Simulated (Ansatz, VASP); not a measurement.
**Two plane-wave programs on HC12**

File INCAR:

```
SYSTEM = HC12
PREC = Accurate
ENCUT = 520
EDIFF = 1E-6
ISMEAR = 0
SIGMA = 0.05
LREAL = .False.
LASPH = .True.
NELM = 150
ALGO = Normal
ISIF = 2
LWAVE = .False.
LCHARG = .True.
ISPIN = 2
MAGMOM = 0 0 0 0 0 0 0 0 0 0 0 0 1
LORBIT = 11
LDIPOL = .True.
IDIPOL = 3
DIPOL = 0.5 0.5 0.300
GGA = PE
IVDW = 12
LVHAR = .True.
LVACPOTAV = .True.
NBANDS = 40
KPAR = 4
```

File KPOINTS:

```
regular mesh
0
Gamma
  6 7 1
  0 0 0
```

File POSCAR:

```
HC12
1.0
    4.9311586502      0.0000000000      0.0000000000
    0.0000000000      4.0098697767      0.0000000000
    0.0000000000      0.0000000000     21.6014232414
C H
12 1
Direct
    0.2500000000      0.3776970832      0.1851729840
    0.7500000000      0.3776970832      0.1851729840
    0.0000000000      0.4720802753      0.2130426460
    0.5000000000      0.4720802753      0.2130426460
    0.0000000000      0.6609562027      0.2688143161
    0.5000000000      0.6609562027      0.2688143161
    0.2500000000      0.7503681903      0.2962457608
    0.7500000000      0.7503681903      0.2962457608
    0.2500000000      0.9412921293      0.3552728042
    0.7500000000      0.9412921293      0.3552728042
    0.0000000000      0.0234303656      0.3796705036
    0.5000000000      0.0234303656      0.3796705036
    0.0833333333      0.6900970322      0.5092915924
```

Input for Ansatz:

```yaml
crystal:
  lattice:
    - [4.9311586502, 0.0, 0.0]
    - [0.0, 4.0098697767, 0.0]
    - [0.0, 0.0, 21.6014232414]
  atoms:
    - { symbol: C, position: [0.25, 0.3776970832, 0.185172984] }
    - { symbol: C, position: [0.75, 0.3776970832, 0.185172984] }
    - { symbol: C, position: [0.0, 0.4720802753, 0.213042646] }
    - { symbol: C, position: [0.5, 0.4720802753, 0.213042646] }
    - { symbol: C, position: [0.0, 0.6609562027, 0.2688143161] }
    - { symbol: C, position: [0.5, 0.6609562027, 0.2688143161] }
    - { symbol: C, position: [0.25, 0.7503681903, 0.2962457608] }
    - { symbol: C, position: [0.75, 0.7503681903, 0.2962457608] }
    - { symbol: C, position: [0.25, 0.9412921293, 0.3552728042] }
    - { symbol: C, position: [0.75, 0.9412921293, 0.3552728042] }
    - { symbol: C, position: [0.0, 0.0234303656, 0.3796705036] }
    - { symbol: C, position: [0.5, 0.0234303656, 0.3796705036] }
    - { symbol: H, position: [0.0833333333, 0.6900970322, 0.5092915924], spin: 1.0 }
basis:
  ecutwfc: 420
kpoints:
  mp_grid: { grid: [6, 7, 1] }
hamiltonian:
  xc: pbe
  pseudopotentials: { kind: paw, azcp: { folder: soft_1 } }
  dispersion: d3bj
scf:
  occupations: { method: gaussian, width: 0.05 }
output:
  forces: true
  eigenvalues: true
  populations: true
magnetization:
  spin_polarized: true
efield:
  axis: 3
  dipole_correction: true
  ramp_width: 0.04
```

Alike in both runs: task single point; functional PBE; dispersion D3(BJ); k mesh 6 × 7 × 1; occupations gaussian, width 0.05 eV; collinear spin.

|  | VASP | Ansatz |
| --- | --- | --- |
| version | VASP 6.6.1 | Ansatz 0.2.0 |
| potentials or method | VASP PAW PBE potentials, release 64 (C, H), cutoff 520 eV | scalar-relativistic, plane waves, PAW |
| valence electrons in the cell | 49 | 49 |

```tsv
	VASP	Ansatz	Ansatz less VASP
rms of the force components (eV/Å)	0.878	1.065	+0.1869
net moment per atom (μB)	0.08	0.08	-0.004
size of the moment on the site where the two differ most (μB)	0.37	0.87	+0.495
work function, face that differs most (eV)	6.08	4.97	-1.113
```

Site moments also hang on the region over which each program counts them. Atom by atom the forces differ by 0.382 eV/Å (rms over components).
